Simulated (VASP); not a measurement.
Pd: single point with r2SCAN

The system is Pd.

```
Pd
1.0
     3.60384    0.00000    0.00000
    -1.80192    3.12102    0.00000
     0.00000    0.00000    4.08868
Pd
3
Direct
  0.22540 0.00000 0.33333
  0.00000 0.22540 0.66667
  0.77460 0.77460 0.00000
```

| Quantity | Value |
| --- | --- |
| Program | VASP 6.6.1 |
| Task | single point |
| Functional | r2SCAN |
| Potentials or basis | VASP PAW PBE potentials, release 64 (Pd_sv_GW) |
| Cutoff | 590 eV |
| k mesh | 6 × 6 × 4 |
| Occupations | gaussian, width 0.1 eV |
| Spin | no spin polarisation |
| Dipole correction | no |
| Second run | valence_matched |
| Further INCAR settings | ALGO = Normal; EDIFF = 1e-06; NBANDS = 34 |

```
Pressure               : 107.0 GPa
Largest force          : 20.567 eV/Å
Band gap on the k mesh : 0.07 eV, indirect (least direct gap 0.13 eV)
```

Forces on the atoms (eV/Å):
```
Pd   20.567   0.000   0.000
Pd  -10.283  17.811   0.000
Pd  -10.283 -17.811   0.000
```

Stress tensor (GPa, compression positive):
```
 77.20   0.00   0.00
  0.00  77.20   0.00
  0.00   0.00 166.74
```

Levels at points of the mesh, in eV from the valence-band top:
```tsv
k point	band 23	band 24	band 25	band 26	band 27	band 28	band 29	band 30	band 31	band 32
(0.00, 0.00, 0.00)	-2.34	-2.34	-0.29	-0.29	-0.01	0.66	5.32	5.32	11.85	11.85
(0.50, 0.00, 0.00)	-2.36	-2.33	-1.38	-1.10	-1.01	0.69	0.82	6.72	7.12	9.31
(0.00, 0.00, 0.50)	-2.86	-2.86	-0.84	-0.84	-0.05	1.24	1.24	11.56	11.64	11.64
(0.50, 0.00, 0.50)	-2.20	-1.67	-0.81	-0.31	-0.14	0.17	1.67	2.62	4.37	8.97
```

Run time: 2.7 min on 1 thread of AMD EPYC 7R13 Processor (Zen 3) (shared host), peak memory 0.17 GiB.

Caveat: the PAW data sets were made with another functional, which shifts forces and pressure a little. A k mesh can miss the band edges.
